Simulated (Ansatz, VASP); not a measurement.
CdTe in VASP and in Ansatz

The input POSCAR:

```
CdTe
1.0
    0.0000000000      3.2851250000      3.3652500000
    3.2851250000      0.0000000000      3.3652500000
    3.2851250000      3.2851250000      0.0000000000
Cd Te
1 1
Direct
    0.0000000000      0.0000000000      0.0000000000
    0.7500000000      0.7500000000      0.7500000000
```

File INCAR.step1:

```
ALGO = Normal
EDIFF = 1E-4
ENCUT = 520
GGA = PE
ISMEAR = 0
LASPH = T
LCHARG = F
LREAL = F
LWAVE = T
NBANDS = 16
NELM = 80
PREC = Accurate
SIGMA = 0.05
```

The input INCAR.step2:

```
ALGO = Normal
EDIFF = 1E-6
ENCUT = 520
ISIF = 2
ISMEAR = 0
ISTART = 1
LASPH = T
LCHARG = T
LELF = T
LMIXTAU = T
LREAL = F
LVHAR = T
LWAVE = F
METAGGA = R2SCAN
NBANDS = 16
NELM = 80
PREC = Accurate
SIGMA = 0.05
```

Contents of KPOINTS:

```
k-points
0
Gamma
  8 8 8
```

Input for Ansatz:

```yaml
crystal:
  lattice:
    - [0.0, 3.285125, 3.36525]
    - [3.285125, 0.0, 3.36525]
    - [3.285125, 3.285125, 0.0]
  atoms:
    - { symbol: Cd, position: [0.0, 0.0, 0.0] }
    - { symbol: Te, position: [0.75, 0.75, 0.75] }
basis:
  ecutwfc: 500
kpoints:
  mp_grid: { grid: [8, 8, 8] }
hamiltonian:
  xc: r2scan
scf:
  occupations: { method: gaussian, width: 0.05 }
output:
  forces: true
  stress: true
  eigenvalues: true
```

Change from the starting cell: strain +0.025 along x and y, +0.050 along z, atoms carried along.

Alike in both runs: task single point; functional r2SCAN; k mesh 8 × 8 × 8; occupations gaussian, width 0.05 eV; no spin polarisation.

|  | VASP | Ansatz |
| --- | --- | --- |
| version | VASP 6.6.1 | Ansatz 0.2.0 |
| potentials or method | VASP PAW PBE potentials, release 64 (Cd, Te), cutoff 520 eV | scalar-relativistic, plane waves, PAW |
| valence electrons in the cell | 18 | 36 |

Ansatz gave:

| Item | Value |
| --- | --- |
| gap on the k mesh at the Fermi level (eV) | 1.04 |
| least direct gap on the mesh (eV) | 1.04 |
| pressure (GPa) | -1.1 |
| traceless stress, the component that is largest in VASP (GPa) | -0.30 |

Problem. Which values does VASP return?

Solution. gap on the k mesh at the Fermi level (eV): 1.03; least direct gap on the mesh (eV): 1.03; pressure (GPa): -1.0; traceless stress, the component that is largest in VASP (GPa): -0.30.

VASP's potentials were made for PBE, not for r2SCAN. The functional is the same, so the differences come from potentials, cutoffs and numerics. VASP's potentials hold 18 valence electrons a cell and Ansatz's 36, so a difference there can come from the potentials and not from the codes.

Spin-orbit coupling is off throughout.
